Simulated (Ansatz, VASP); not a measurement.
One calculation of MgS, two programs

```xyz
2
Lattice="0.0000 2.5060 2.5060 2.5060 0.0000 2.5060 2.5060 2.5060 0.0000" Properties=species:S:1:pos:R:3 pbc="T T T"
Mg    2.5060    2.5060    2.5060
S     0.0000    0.0000    0.0000
```

Alike in both runs: task single point; functional PBE; k mesh 8 × 8 × 8; occupations gaussian, width 0.02 eV; no spin polarisation.

```csv
,VASP,Ansatz
version,VASP 6.6.1,Ansatz 0.2.0
potentials or method,"VASP PAW PBE potentials, release 64 (Mg, S), cutoff 520 eV","scalar-relativistic, plane waves, PAW"
valence electrons in the cell,8,16
```

```tsv
	VASP	Ansatz	Ansatz less VASP
gap on the k mesh at the Fermi level (eV)	3.01	3.02	+0.007
least direct gap on the mesh (eV)	4.67	4.67	+0.007
pressure (GPa)	11.9	12.2	+0.33
```

With one functional, cell and mesh, what is left measures potentials, basis and numerics. VASP's potentials hold 8 valence electrons a cell and Ansatz's 16, so a difference there can come from the potentials and not from the codes.
